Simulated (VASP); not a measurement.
Runs of VASP 6.6.1 on C. The structure is that of space group Fd-3m (No. 227), or close to it. The cells are those of the table. 

```csv
task,cell,cutoff (eV),smearing,gap on the mesh (eV),pressure (GPa),largest force (eV/Å)
relaxation of the atoms,"atoms relaxed from a = 2.465 Å, angles 60.3°, 2 atoms",520,gaussian 0.02 eV,4.16,26.9,-
single point,"a = 2.503 Å, angles 59.3°, 2 atoms",600,gaussian 0.02 eV,4.09,14.2,-
single point,"a = 2.515 Å, angles 58.9°, 2 atoms",600,gaussian 0.02 eV,(a),10.8,0.01
relaxation of the atoms,"atoms relaxed from a = 2.515 Å, angles 58.9°, 2 atoms",520,gaussian 0.02 eV,4.05,11.5,-
single point,"a = 2.503 Å, angles 59.3°, 2 atoms",600,gaussian 0.01 eV,4.09,14.2,-
single point,"a = 2.465 Å, angles 60.3°, 2 atoms",600,gaussian 0.02 eV,4.16,26.1,-
single point,"a = 2.504 Å, angles 59.2°, 2 atoms",600,gaussian 0.02 eV,4.09,(b),0.01
relaxation of the atoms,"atoms relaxed from a = 2.503 Å, angles 59.3°, 2 atoms",520,gaussian 0.02 eV,4.09,14.9,-
relaxation of the atoms,"atoms relaxed from a = 2.504 Å, angles 59.2°, 2 atoms",520,gaussian 0.02 eV,4.09,14.7,-
```

Alike in all rows: level PBEsol; potentials or basis VASP PAW PBE potentials, release 64 (C); no spin polarisation; k mesh 9 × 9 × 9.

Question: Fill in the values left out.

Answer: (a) 4.06; (b) 14.0.

Caveats: the PAW data sets were made with another functional, which shifts forces and pressure a little.

A k mesh can miss the band edges.
